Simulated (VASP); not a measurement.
ScTaN: single point with r2SCAN+U

ScTaN:

```xyz
6
Lattice="3.0851 0.0000 0.0000 -1.5425 2.6717 0.0000 0.0000 0.0000 10.3401" Properties=species:S:1:pos:R:3 pbc="T T T"
Ta    0.0000    1.7812    2.5399
Ta    1.5425    0.8906    7.8003
Sc    0.0000    0.0000    0.0000
Sc    0.0000    0.0000    5.1701
N     0.0000    1.7812    6.5126
N     1.5425    0.8906    3.8275
```

- Program: VASP 6.6.1
- Task: single point
- Functional: r2SCAN
- Potentials or basis: VASP PAW PBE potentials, release 64 (Ta_pv, Sc_sv, N)
- Cutoff: 520 eV
- k mesh: 10 × 10 × 3
- Occupations: fermi-dirac, width 0.05 eV
- Spin: no spin polarisation
- Hubbard terms: Sc d U = 3.0 eV, Ta d U = 3.0 eV

```yaml
Pressure: 7.9 GPa
Largest_force: 0.430 eV/Å
Band_gap_on_the_k_mesh: zero (bands 27 and 28 overlap by 1.12 eV)
```

Forces on the atoms (eV/Å):
```
Ta   0.000  0.000 -0.430
Ta   0.000  0.000  0.430
Sc   0.000  0.000  0.000
Sc   0.000  0.000  0.000
N    0.000  0.000 -0.279
N    0.000  0.000  0.279
```

Stress tensor (GPa, compression positive):
```
7.92 0.00 0.00
0.00 7.92 0.00
0.00 0.00 8.00
```

Levels at points of the mesh, in eV from the Fermi level:
| k point | band 23 | band 24 | band 25 | band 26 | band 27 | band 28 | band 29 | band 30 | band 31 | band 32 |
| --- | --- | --- | --- | --- | --- | --- | --- | --- | --- | --- |
| (0.00, 0.00, 0.00) | -4.02 | -1.87 | -1.38 | 0.58 | 0.91 | 0.91 | 1.20 | 1.75 | 1.75 | 2.16 |
| (0.50, 0.00, 0.00) | -2.61 | -2.06 | -1.26 | -1.07 | -0.71 | 0.15 | 0.82 | 2.44 | 2.76 | 4.05 |

Eigenvalues of the final occupation matrices:
| site | spin | trace | eigenvalues |
| --- | --- | --- | --- |
| site 1 d | 1 | 1.09 | 0.17 0.17 0.24 0.24 0.27 |
| site 1 d | 2 | 1.09 | 0.17 0.17 0.24 0.24 0.27 |
| site 2 d | 1 | 1.09 | 0.17 0.17 0.24 0.24 0.27 |
| site 2 d | 2 | 1.09 | 0.17 0.17 0.24 0.24 0.27 |
| site 3 d | 1 | 0.46 | 0.05 0.05 0.07 0.14 0.14 |
| site 3 d | 2 | 0.46 | 0.05 0.05 0.07 0.14 0.14 |
| site 4 d | 1 | 0.54 | 0.08 0.08 0.08 0.14 0.14 |
| site 4 d | 2 | 0.54 | 0.08 0.08 0.08 0.14 0.14 |

It took 8.4 min on 1 thread of Oxide Virtual Turin-like Processor (shared host), peak memory 0.24 GiB.

Caveat: the cell stands under pressure; the PAW data sets were made with another functional, which shifts forces and pressure a little; spin-orbit coupling is left out, which moves the levels of the heavy elements; U without spin polarisation on a metal has little footing.
